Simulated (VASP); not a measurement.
Write the native input for VASP 6.6.1 that does the following.

```yaml
Task: single point
Functional: PBE
Potentials_or_basis: VASP PAW PBE potentials, release 64 (B, As)
Cutoff: 520 eV
k_mesh: 14 × 14 × 14
Occupations: fermi-dirac, width 0.05 eV
Spin: no spin polarisation
Dipole_correction: no
Further_INCAR_settings: ALGO = Normal; EDIFF = 1e-07; NBANDS = 11
```

The structure of BAs (rocksalt type) lies in POSCAR:

```
BAs
1.0
    0.0000000000      2.3068473379      2.3068473379
    2.3068473379      0.0000000000      2.3068473379
    2.3068473379      2.3068473379      0.0000000000
B As
1 1
Direct
    0.0000000000      0.0000000000      0.0000000000
    0.5000000000      0.5000000000      0.5000000000
```

The input as run:

INCAR

```
PREC     = Accurate       # precision mode
ENCUT    = 520            # plane-wave cutoff, eV
EDIFF    = 1E-7           # SCF threshold, eV
ISMEAR   = -1             # smearing method
SIGMA    = 0.05           # smearing width, eV
LREAL    = F              # projectors in reciprocal space
LASPH    = T              # aspherical terms in the spheres
NELM     = 80             # most SCF steps
ALGO     = Normal         # electronic algorithm
ISIF     = 2              # what is computed and relaxed
LWAVE    = F              # write WAVECAR
LCHARG   = F              # write CHGCAR
GGA      = PE             # functional
NBANDS   = 11             # bands
```

KPOINTS

```
regular mesh
0
Gamma
  14 14 14
```

Potentials or basis: VASP PAW PBE potentials, release 64 (B, As).

Command:

```bash
$ cat potpaw_PBE.64/B/POTCAR potpaw_PBE.64/As/POTCAR > POTCAR
$ mpirun -np 1 vasp_std > vasp.out
```

It gave:

| Property | Result |
| --- | --- |
| Pressure | 0.3 GPa |
| Band gap on the k mesh | zero (band 4 reaches 8.85 eV, above the bottom of band 5 at 3.88 eV) |

Run time: 16 s on 1 thread of Intel(R) Xeon(R) Platinum 8259CL CPU @ 2.50GHz (Skylake/Cascade Lake) (shared host), peak memory 0.16 GiB.
